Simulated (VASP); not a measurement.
# Cu in VASP: further runs

Cu is run at these levels: BLYP+D3(BJ), LDA, PBEsol+D3(BJ); tasks: relaxation of cell and atoms, single point.

Everything below comes from runs of VASP 6.6.1. Logs are shortened: lines on timing, memory, paths and dates and some standing lists are left out, and cuts for length are marked.

### Step 1. The cell of the first run

The structure is tetragonal, space group I4/mmm (No. 139). Conventional cell: a = 2.886 Å, b = 2.886 Å, c = 2.752 Å, α = 90.00°, β = 90.00°, γ = 90.00°. Within 3.2 Å of Cu (site symmetry 4/mmm) lie 14 Cu at 2.46 to 2.89 Å.

### Step 2. Relaxation of cell and atoms, BLYP+D3(BJ)

Contents of INCAR:

```
SYSTEM = Cu
PREC = Accurate
ENCUT = 600
EDIFF = 1E-6
ISMEAR = -1
SIGMA = 0.15
LREAL = .FALSE.
LASPH = .TRUE.
NELM = 60
ALGO = Normal
ISIF = 3
LWAVE = .FALSE.
LCHARG = .FALSE.
GGA = B5
ALDAX = 1.0
AGGAX = 1.0
AGGAC = 1.0
ALDAC = 0.0
IVDW = 12
VDW_S6 = 1.0
VDW_S8 = 2.6996
VDW_A1 = 0.4298
VDW_A2 = 4.2359
IBRION = 2
NSW = 80
EDIFFG = -0.01
ISYM = 0
```

Contents of KPOINTS:

```
Automatic mesh
0
G
  15 15 14
  0 0 0
```

Contents of POSCAR:

```
Cu
1.0
    2.4610780000      0.0000000000      0.0000000000
   -0.9222399113      2.2817489932      0.0000000000
   -0.7694191290     -1.1408746222      2.0404176588
Cu
1
Direct
    0.0000000000      0.0000000000      0.0000000000
```

Potentials or basis: VASP PAW PBE potentials, release 64 (Cu).

Started as:

```console
cat potpaw_PBE.64/Cu/POTCAR > POTCAR
mpirun -np 1 vasp_std > vasp.out
```

OUTCAR:

```text
SYSTEM = Cu
   PREC = Accurate
   ENCUT = 600
   EDIFF = 1E-6
   ISMEAR = -1
   LREAL = .FALSE.
   LASPH = .TRUE.
   NELM = 60
   ISIF = 3
   GGA = B5
   IVDW = 12
   IBRION = 2
   NSW = 80
   EDIFFG = -0.01
   ISYM = 0
 IVDW          = 12

 ion  position               nearest neighbor table
   1  0.000  0.000  0.000-

IMPORTANT INFORMATION: All symmetrisations will be switched off!
NOSYMM: (Re-)initialisation of all symmetry stuff for point group C_1.

----------------------------------------------------------------------------------------

                                     Primitive cell

  volume of cell :      11.4581

  direct lattice vectors                    reciprocal lattice vectors
     2.461078000  0.000000000  0.000000000     0.406326008  0.164229310  0.245047896
    -0.922239911  2.281748993  0.000000000     0.000000000  0.438260301  0.245047896
    -0.769419129 -1.140874622  2.040417659     0.000000000  0.000000000  0.490095739

  length of vectors
     2.461078000  2.461078000  2.461078000     0.502116085  0.502116085  0.490095739

  position of ions in fractional coordinates (direct lattice)
     0.000000000  0.000000000  0.000000000

  ion indices of the primitive-cell ions
   primitive index   ion index
                 1           1

----------------------------------------------------------------------------------------

 KPOINTS: Automatic mesh

Automatic generation of k-mesh.
 Grid dimensions read from file:
 generate k-points for:   15   15   14

 Generating k-lattice:

  Cartesian coordinates                     Fractional coordinates (reciprocal lattice)
     0.027088401  0.010948621  0.016336526     0.066666667  0.000000000 -0.000000000
     0.000000000  0.029217353  0.016336526     0.000000000  0.066666667  0.000000000
     0.000000000  0.000000000  0.035006838     0.000000000  0.000000000  0.071428571

  Length of vectors
     0.033474406  0.033474406  0.035006838

  Shift w.r.t. Gamma in fractional coordinates (k-lattice)
     0.000000000  0.000000000  0.000000000

 -----------------------------------------------------------------------------
|                                                                             |
|           W    W    AA    RRRRR   N    N  II  N    N   GGGG   !!!           |
|           W    W   A  A   R    R  NN   N  II  NN   N  G    G  !!!           |
|           W    W  A    A  R    R  N N  N  II  N N  N  G       !!!           |
|           W WW W  AAAAAA  RRRRR   N  N N  II  N  N N  G  GGG   !            |
|           WW  WW  A    A  R   R   N   NN  II  N   NN  G    G                |
|           W    W  A    A  R    R  N    N  II  N    N   GGGG   !!!           |
|                                                                             |
|     Your reciprocal lattice and k-lattice belong to different lattice       |
|     classes:                                                                |
|                                                                             |
|        The reciprocal lattice is body-centered tetragonal,                  |
|        whereas your k-lattice is base-centered monoclinic.                  |
|                                                                             |
|     Results are often still useful ...                                      |
|                                                                             |
 -----------------------------------------------------------------------------

 WARNING: IBZKPT: internal override: KBLOWUP is changed to .FALSE.
      ... skipping the blow-up phase ...

 Subroutine IBZKPT returns following result:
 ===========================================

 Found   1576 irreducible k-points:

 Following reciprocal coordinates:
            Coordinates               Weight
  0.000000  0.000000  0.000000      1.000000
  0.066667 -0.000000  0.000000      2.000000
  0.133333 -0.000000  0.000000      2.000000
  0.200000  0.000000  0.000000      2.000000
  0.266667 -0.000000  0.000000      2.000000
  0.333333 -0.000000 -0.000000      2.000000
[... 16 lines left out ...]
 -0.066667  0.066667 -0.000000      2.000000
  0.000000  0.133333 -0.000000      2.000000
 [... further k-points ...]
   k-points           NKPTS =   1576   k-points in BZ     NKDIM =   1576   number of bands    NBANDS=      9
   number of dos      NEDOS =    301   number of ions     NIONS =      1
   total plane-waves  NPLWV =   8000
   dimension x,y,z NGX =    20 NGY =   20 NGZ =   20
   dimension x,y,z NGXF=    40 NGYF=   40 NGZF=   40
   ions per type =               1
   NGX,Y,Z   is equivalent  to a cutoff of  13.51, 13.51, 13.51 a.u.
   NGXF,Y,Z  is equivalent  to a cutoff of  27.02, 27.02, 27.02 a.u.
 SYSTEM =  Cu
   PREC   = accura    normal or accurate (medium, high low for compatibility)
   ISTART =      0    job   : 0-new  1-cont  2-samecut
   ICHARG =      2    charge: 1-file 2-atom 10-const
   ISPIN  =      1    spin polarized calculation?
   LNONCOLLINEAR =      F non collinear calculations
   LSORBIT =      F    spin-orbit coupling
   LASPH  =      T    aspherical Exc in radial PAW
   ENCUT  =  600.0 eV  44.10 Ry    6.64 a.u.   4.92  4.92  4.92*2*pi/ulx,y,z
   NELM   =     60;   NELMIN=  2; NELMDL= -5     # of ELM steps
   EDIFF  = 0.1E-05   stopping-criterion for ELM
   LREAL  =      F    real-space projection
   EDIFFG = -.1E-01   stopping-criterion for IOM
   NSW    =     80    number of steps for IOM
   IBRION =      2    ionic relax: 0-MD 1-quasi-New 2-CG
   NFREE  =      1    steps in history (QN), initial steepest desc. (CG)
   ISIF   =      3    stress and relaxation
   ISYM   =      0    0-nonsym 1-usesym 2-fastsym
   POTIM  = 0.5000    time-step for ionic-motion
   TEBEG  =    0.0;   TEEND  =   0.0 temperature during run
   PSTRESS=    0.0 pullay stress
   NELECT =      11.0000    total number of electrons
   NUPDOWN=      -1.0000    fix difference up-down
   EMIN   =  10.00;   EMAX   =-10.00  energy-range for DOS
   EFERMI =   0.00;   METHOD = LEGACY
   ISMEAR =    -1;   SIGMA  =   0.15  broadening in eV -4-tet -1-fermi 0-gaus
   EFERMI_NEDOS =   21; number of points for ismear=-14 and -15
   IALGO  =     38    algorithm
   IMIX   =      4    mixing-type and parameters
     AMIX     =   0.40;   BMIX     =  1.00
     AMIX_MAG =   1.60;   BMIX_MAG =  1.00
  volume/ion in A,a.u.               =      11.46        77.32
  Fermi-wavevector in a.u.,A,eV,Ry     =   1.614984  3.051878 35.486363  2.608174
  Thomas-Fermi vector in A             =   2.709805
   LORBIT       =      0    0 simple, 1 ext, 2 COOP (PROOUT), +10 PAW based schemes
   GGA     = B5    functional components
   LHFCALC =     F    Hartree Fock is set to
   AEXX    =    0.0000 exact exchange contribution
   IVDW    =    12    specifies the selected vdW correction
   LEPSILON=     F    determine dielectric tensor
   LRPA    =     F    only Hartree local field effects (RPA)
 conjugate gradient relaxation of ions
 non-spin polarized calculation
  energy-cutoff  :      600.00
  volume of cell :       11.46
 maximum number of plane-waves:       397
   NGX =  9   NGY =  9   NGZ =  9

--------------------------------------- Ionic step        1  -------------------------------------------

 number of electron      11.0000000 magnetization

 Free energy of the ion-electron system (eV)
  ---------------------------------------------------
  ext. energy  EPLUGINS =         0.00000000
  ---------------------------------------------------
  free energy    TOTEN  =        -2.89641917 eV

  energy without entropy =       -2.87482083  energy(sigma->0) =       -2.88562000

------------------------ aborting loop because EDIFF is reached ----------------------------------------

 Edisp (eV)   -1.35935

 E8    (eV) :    -0.9910

  FORCE on cell =-STRESS in cart. coord.  units (eV):
  Direction    XX          YY          ZZ          XY          YZ          ZX
  --------------------------------------------------------------------------------------
  -------------------------------------------------------------------------------------
  Total      -0.23926    -0.24892    -0.22213    -0.01194     0.01232     0.00831
  in kB     -33.45601   -34.80599   -31.06007    -1.66920     1.72268     1.16172
  external pressure =      -33.11 kB  Pullay stress =        0.00 kB
[... 94 lines left out ...]
  FREE ENERGIE OF THE ION-ELECTRON SYSTEM (eV)
  ---------------------------------------------------
  free  energy   TOTEN  =        -4.2583902021 eV

  energy  without entropy=       -4.2371052781  energy(sigma->0) =       -4.24774774

[... ionic steps 4 to 9 ...]

--------------------------------------- Ionic step       10  -------------------------------------------

 number of electron      11.0000007 magnetization

------------------------ aborting loop because EDIFF is reached ----------------------------------------

 Edisp (eV)   -1.39328

 E8    (eV) :    -1.0160
[... 67 lines left out ...]
  energy  without entropy=       -4.2372853408  energy(sigma->0) =       -4.24792211

--------------------------------------- Ionic step       12  -------------------------------------------

 number of electron      11.0000011 magnetization

 Free energy of the ion-electron system (eV)
  ---------------------------------------------------
  ext. energy  EPLUGINS =         0.00000000
  ---------------------------------------------------
  free energy    TOTEN  =        -2.86886996 eV

  energy without entropy =       -2.84750249  energy(sigma->0) =       -2.85818623

 E-fermi :   8.7479     XC(G=0): -12.4534

 val. band max:        8.7317109560   @ k =   0.1333   0.1333   0.5000
 cond. band min:       8.7491600054   @ k =   0.3333   0.0667   0.5000
 fundamental gap:      0.0174490494
 Fermi energy:         8.7478596490

 k-point     1 :       0.0000    0.0000    0.0000
  band No.  band energies     occupation
      1      -0.9153      2.00000
      2       5.1717      2.00000
      3       5.4821      2.00000
      4       5.4831      2.00000
      5       6.2652      2.00000
      6       6.5942      2.00000
      7      33.7306      0.00000
      8      33.7347      0.00000
      9      35.8376      0.00000
[... 265 lines left out ...]
 k-point    24 :       0.0000    0.1333   -0.0000
  band No.  band energies     occupation
      1      -0.1951      2.00000
      2       5.1445      2.00000
      3       5.4441      2.00000
      4       5.6447      2.00000
      5       6.2927      2.00000
      6       6.5060      2.00000
      7      29.8223      0.00000
      8      32.0070      0.00000
      9      32.1333      0.00000

 [... further k-points ...]

------------------------ aborting loop because EDIFF is reached ----------------------------------------

 Edisp (eV)   -1.38970

 E8    (eV) :    -1.0134

  FORCE on cell =-STRESS in cart. coord.  units (eV):
  Direction    XX          YY          ZZ          XY          YZ          ZX
  --------------------------------------------------------------------------------------
  -------------------------------------------------------------------------------------
  Total       0.00188     0.00404     0.00844     0.00267     0.00328     0.00221
  in kB       0.26771     0.57610     1.20522     0.38102     0.46885     0.31622
  external pressure =        0.68 kB  Pullay stress =        0.00 kB
[... 16 lines left out ...]
  FREE ENERGIE OF THE ION-ELECTRON SYSTEM (eV)
  ---------------------------------------------------
  free  energy   TOTEN  =        -4.2585744152 eV

  energy  without entropy=       -4.2372069434  energy(sigma->0) =       -4.24789068

 reached required accuracy - stopping structural energy minimisation
```

Wall time 9.2 min (1 thread of AMD EPYC 9R45 (Zen 5), shared host); peak memory 0.33 GiB.

Results:

```yaml
Free_energy: -4.2586 eV
Relaxed_volume: 11.22 Å³/atom
Relaxed_cell: a = 2.446 Å, b = 2.446 Å, c = 2.444 Å, α = 107.55°, β = 107.55°, γ = 113.32°
Space_group_after_relaxing_to_0.05_Å: I4/mmm (No. 139)
Energy_gained_by_relaxing: 2.8 meV/atom
Ionic_steps: 12
Pressure_after_relaxing: 0.1 GPa
Dispersion_energy_per_atom: -1.390 eV
```

Step by step:
```
step  energy change (eV)  largest force (eV/Å)  pressure (GPa)  volume (Å³)
   1              0.0000                0.0000           -3.31        11.46
   2             -0.0016                0.0000            2.23        11.07
   3             -0.0026                0.0000            0.02        11.21
   4             -0.0026                0.0000           -0.03        11.22
   5             -0.0026                0.0000           -0.05        11.22
   6             -0.0027                0.0000           -0.07        11.22
   7             -0.0027                0.0000           -0.03        11.22
   8             -0.0027                0.0000            0.10        11.21
   9             -0.0027                0.0000            0.37        11.19
  10             -0.0028                0.0000            0.37        11.19
  11             -0.0028                0.0000            0.27        11.20
  12             -0.0028                0.0000            0.07        11.22
```

Final structure:
```
Cu
1.0
     2.44554   -0.02811    0.00128
    -0.94248    2.25681    0.00128
    -0.75053   -1.11287    2.04180
Cu
1
Cartesian
  1.5031 2.2287 0.0026
```

Caveat: the PAW data sets were made with another functional, which shifts forces and pressure a little; pairwise dispersion overbinds metals, which lowers pressure and volume.

### Step 3. Relaxation of cell and atoms, LDA

Contents of INCAR:

```
SYSTEM = Cu
ALGO = Normal
EDIFF = 1E-6
EDIFFG = -0.01
ENCUT = 600
IBRION = 2
ISIF = 3
ISMEAR = -1
ISYM = 0
LASPH = .TRUE.
LCHARG = .FALSE.
LREAL = .FALSE.
LWAVE = .FALSE.
NELM = 80
NSW = 80
PREC = Accurate
SIGMA = 0.15
```

Contents of KPOINTS:

```
k-points
0
G
  15 15 14
  0 0 0
```

POSCAR is that of step 2.

Potentials or basis: VASP PAW LDA potentials, release 64 (Cu).

Started as:

```console
cat potpaw_LDA.64/Cu/POTCAR > POTCAR
mpirun -np 1 vasp_std > vasp.out
```

It took 2.7 min on 1 thread of AMD EPYC 9R45 (Zen 5), shared host; peak memory 0.29 GiB.

It converged, with:

```
Free energy                            : -4.6804 eV
Relaxed volume                         : 10.99 Å³/atom
Relaxed cell                           : a = 2.427 Å, b = 2.427 Å, c = 2.426 Å, α = 108.19°, β = 108.19°, γ = 112.03°
Space group after relaxing (to 0.05 Å) : I4/mmm (No. 139)
Energy gained by relaxing              : 10.5 meV/atom
Ionic steps                            : 3
Pressure after relaxing                : 0.0 GPa
```

Stress tensor (GPa, compression positive):
```
 0.02 -0.03  0.09
-0.03 -0.01  0.14
 0.09  0.14  0.03
```

The path:
| step | energy change (eV) | largest force (eV/Å) | pressure (GPa) | volume (Å³) |
| --- | --- | --- | --- | --- |
| 1 | 0.0000 | 0.0000 | -6.83 | 11.46 |
| 2 | -0.0048 | 0.0000 | 5.78 | 10.67 |
| 3 | -0.0105 | 0.0000 | 0.01 | 10.99 |

Final structure:
```yaml
crystal:
  lattice:
    - [2.42695, -0.00047, 0.00059]
    - [-0.90989, 2.24993, 0.00059]
    - [-0.75804, -1.12401, 2.01215]
  atoms:
    - { symbol: Cu, position: [0.00000, 0.00000, 0.00000] }
```

Levels at points of the mesh, in eV from the Fermi level:
```csv
k point,band 2,band 3,band 4,band 5,band 6,band 7,band 8,band 9
"(0.00, 0.00, 0.00)",-3.51,-3.30,-3.30,-2.36,-2.13,25.34,25.35,26.63
"(0.00, 0.00, 0.50)",-3.99,-2.44,-2.17,-1.44,-0.99,4.38,19.00,19.35
```

### Step 4. Single point, PBEsol+D3(BJ)

This run uses another cell than the first one, of 10.86 Å³/atom, 0.948 times its volume.

Contents of INCAR:

```
  PREC = Accurate
  ENCUT = 520
  EDIFF = 1E-7
  ISMEAR = -1
  SIGMA = 0.15
  LREAL = False
  LASPH = True
  NELM = 60
  ALGO = Normal
  ISIF = 2
  LWAVE = False
  LCHARG = False
  GGA = PS
  IVDW = 12
  ISYM = 0
  NBANDS = 12
```

Contents of KPOINTS:

```
Automatic mesh
0
Gamma
  15 15 14
```

Contents of POSCAR:

```
Cu
1.0
    2.4169745202      0.0094304666      0.0015056721
   -0.8969697057      2.2443930387      0.0015056721
   -0.7587541758     -1.1250609076      1.9967372200
Cu
1
Direct
    0.0000000000      0.0000000000      0.0000000000
```

Potentials or basis: VASP PAW PBE potentials, release 64 (Cu).

Started as:

```console
cat potpaw_PBE.64/Cu/POTCAR > POTCAR
mpirun -np 1 vasp_std > vasp.out
```

Wall time 61 s (1 thread of Intel Xeon 6975P-C (Granite Rapids), shared host); peak memory 0.31 GiB.

It converged, with:

```yaml
Free_energy: -4.8380 eV
Pressure: 0.7 GPa
Dispersion_energy_per_atom: -0.571 eV
```

Levels at points of the mesh, in eV from the Fermi level:
```tsv
k point	band 2	band 3	band 4	band 5	band 6	band 7	band 8	band 9
(0.00, 0.00, 0.00)	-3.48	-3.31	-3.31	-2.32	-2.13	25.50	25.50	26.51
(0.00, 0.00, 0.50)	-4.04	-2.39	-2.14	-1.40	-1.04	4.53	18.89	19.42
```

Caveat: the PAW data sets were made with another functional, which shifts forces and pressure a little; pairwise dispersion overbinds metals, which lowers pressure and volume.

### Step 5. Overview

```csv
task,level,potentials or basis,cell,cutoff (eV),gap on the mesh (eV),pressure (GPa),relaxed volume (Å³/atom)
relaxation of cell and atoms,BLYP+D3(BJ),"VASP PAW PBE potentials, release 64 (Cu)","relaxed from a = 2.461 Å, angles 108.2, 108.2, 112.0°, 1 atom",600,none,0.1,11.22
relaxation of cell and atoms,LDA,"VASP PAW LDA potentials, release 64 (Cu)","relaxed from a = 2.461 Å, angles 108.2, 108.2, 112.0°, 1 atom",600,none,0.0,10.99
single point,PBEsol+D3(BJ),"VASP PAW PBE potentials, release 64 (Cu)","a = 2.417, b = 2.417, c = 2.414 Å, angles 108.4, 108.4, 111.6°, 1 atom",520,none,0.7,-
```

Alike in all rows: no spin polarisation; k mesh 15 × 15 × 14; smearing fermi-dirac 0.15 eV.

Caveats: the PAW data sets were made with another functional, which shifts forces and pressure a little (some runs); pairwise dispersion overbinds metals, which lowers pressure and volume (some runs).

Total energies depend on the potentials used, so only differences within one code and one set of settings carry meaning.
